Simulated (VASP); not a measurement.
TiO2: single point with HSE06

TiO2:

```xyz
3
Lattice="0.0000 2.3968 2.3968 2.3968 0.0000 2.3968 2.3968 2.3968 0.0000" Properties=species:S:1:pos:R:3 pbc="T T T"
Ti    0.0000    0.0000    0.0000
O     1.1984    1.1984    1.1984
O     3.5952    3.5952    3.5952
```

* Program: VASP 6.6.1
* Task: single point
* Functional: HSE06
* Potentials or basis: VASP PAW PBE potentials, release 64 (Ti_sv, O)
* Cutoff: 520 eV
* k mesh: 4 × 4 × 4
* Occupations: gaussian, width 0.001 eV
* Spin: no spin polarisation
* Dipole correction: no
* Grid for exact exchange (PRECFOCK): Normal
* Further INCAR settings: ALGO = Normal; EDIFF = 1e-06; NBANDS = 19
* Screening parameter: 0.2079 1/Å

```yaml
Pressure: -3.0 GPa
Band_gap_on_the_k_mesh: 2.60 eV, indirect (least direct gap 3.32 eV)
```

Levels at points of the mesh, in eV from the valence-band top:
| k point | band 10 | band 11 | band 12 | band 13 | band 14 | band 15 |
| --- | --- | --- | --- | --- | --- | --- |
| (0.00, 0.00, 0.00) | -1.00 | -1.00 | -1.00 | 2.60 | 2.60 | 6.93 |
| (0.50, 0.00, 0.00) | -3.73 | -2.87 | -2.87 | 2.94 | 2.94 | 4.18 |
| (0.50, 0.50, 0.00) | -2.34 | -2.34 | 0.00 | 3.32 | 3.46 | 4.20 |

It took 7.1 min on 1 thread of Intel(R) Xeon(R) Platinum 8488C (Sapphire Rapids), with other jobs on the host, peak memory 0.25 GiB.

Caveat: the k points lie up to 0.57 Å⁻¹ apart; the PAW data sets were made with another functional, which shifts forces and pressure a little. A k mesh can miss the band edges.
